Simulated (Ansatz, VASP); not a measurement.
**MnS: VASP beside Ansatz**

```xyz
2
Lattice="0.0000 2.6045 2.6045 2.6045 0.0000 2.6045 2.6045 2.6045 0.0000" Properties=species:S:1:pos:R:3 pbc="T T T"
Mn    0.0000    0.0000    0.0000
S     2.6045    2.6045    2.6045
```

Alike in both runs: functional LDA; k mesh 9 × 9 × 9; occupations fermi-dirac, width 0.05 eV; collinear spin.

```csv
,VASP,Ansatz
version,VASP 6.6.1,Ansatz 0.2.0
potentials or method,"VASP PAW LDA potentials, release 64 (Mn_pv, S)",Ansatz PAW
plane-wave cutoff (eV),520,420
valence electrons in the cell,19,21
task,single point,band structure
```

Ansatz gave:

- gap on the k mesh at the Fermi level (eV): none
- pressure (GPa): -11.6
- net moment per atom (μB): 2.29
- size of the moment on the site where the two differ most (μB): 0.14

Q: Estimate VASP's values.

A: gap on the k mesh at the Fermi level (eV): none; pressure (GPa): -12.4; net moment per atom (μB): 2.25; size of the moment on the site where the two differ most (μB): 0.09.

LDA's correlation is that of Perdew and Zunger in VASP and of Perdew and Wang (1992) in Ansatz. Site moments also hang on the region over which each program counts them. A gap of «none» marks a metal or a gap that the smearing closes. VASP's potentials hold 19 valence electrons a cell and Ansatz's 21, so a difference there can come from the potentials and not from the codes.
